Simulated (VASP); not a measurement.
A run of VASP 6.6.1 is set up as follows.

INCAR

```
PREC = Accurate
ENCUT = 520
EDIFF = 1E-7
ISMEAR = 0
SIGMA = 0.1
LREAL = F
LASPH = T
NELM = 60
ALGO = Normal
ISIF = 2
LWAVE = F
LCHARG = F
GGA = PE
NBANDS = 18
```

Contents of KPOINTS:

```
regular mesh
0
Gamma
  6 6 2
```

File POSCAR:

```
SnH5
1.0
    2.6255880400      0.0000000000      0.0000000000
   -1.3127940200      2.2738259400      0.0000000000
    0.0000000000      0.0000000000     13.4769228700
Sn H
1 5
Direct
    0.3333333300      0.6666666700      0.0000000000
    0.6666666700      0.3333333300      0.8184250000
    0.3333333300      0.6666666700      0.6598208500
    0.6666666700      0.3333333300      0.5000000000
    0.3333333300      0.6666666700      0.3401791500
    0.6666666700      0.3333333300      0.1815750000
```

Potentials or basis: VASP PAW PBE potentials, release 64 (Sn_d, H).

Launch:

```bash
$ cat potpaw_PBE.64/Sn_d/POTCAR potpaw_PBE.64/H/POTCAR > POTCAR
$ mpirun -np 1 vasp_std > vasp.out
```

Predict the pressure.

5.9 GPa.

What does it give for the largest force?

0.649 eV/Å.

Forces in eV/Å, atoms in the order of the input:
```
Sn   0.000  0.000  0.000
H    0.000  0.000  0.649
H    0.000  0.000 -0.104
H    0.000  0.000  0.000
H    0.000  0.000  0.104
H    0.000  0.000 -0.649
```

Caveat: the k points lie up to 0.46 Å⁻¹ apart.
